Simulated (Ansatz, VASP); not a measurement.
**One calculation of Si4O7, two programs**

```
Si O
1.0
     0.00000    4.15486   -2.66143
     0.00000   -4.15486   -2.66143
    -4.15486    0.00000    2.66143
Si O
4 7
Direct
  0.25000 0.75000 0.50000
  0.75000 0.25000 0.50000
  0.00000 0.00000 0.00000
  0.50000 0.50000 0.00000
  0.00000 0.30556 0.30556
  0.55556 0.75000 0.80556
  0.05556 0.25000 0.80556
  0.00000 0.69444 0.69444
  0.45745 0.14583 0.60328
  0.94444 0.75000 0.19444
  0.44444 0.25000 0.19444
```

Change from the starting cell: O vacancy; atom 9 moved 0.125 of the way to it and -0.250 Å across, host rigid.

Alike in both runs: task single point; functional LDA; k mesh 6 × 6 × 6; occupations gaussian, width 0.05 eV; no spin polarisation.

```csv
,VASP,Ansatz
version,VASP 6.6.1,Ansatz 0.2.0
potentials or method,"VASP PAW LDA potentials, release 64 (Si, O), cutoff 520 eV","scalar-relativistic, plane waves, PAW"
valence electrons in the cell,58,58
```

```csv
,VASP,Ansatz,Ansatz less VASP
gap on the k mesh at the Fermi level (eV),1.64,1.64,+0.001
least direct gap on the mesh (eV),2.14,2.14,+0.005
pressure (GPa),5.6,4.6,-0.97
"traceless stress, the component that is largest in VASP (GPa)",4.73,3.97,-0.756
rms of the force components (eV/Å),1.642,1.625,-0.0178
```

Ansatz warns that its potentials were made for another functional, while VASP's fit it. LDA's correlation is that of Perdew and Zunger in VASP and of Perdew and Wang (1992) in Ansatz. Atom by atom the forces differ by 0.027 eV/Å (rms over components).
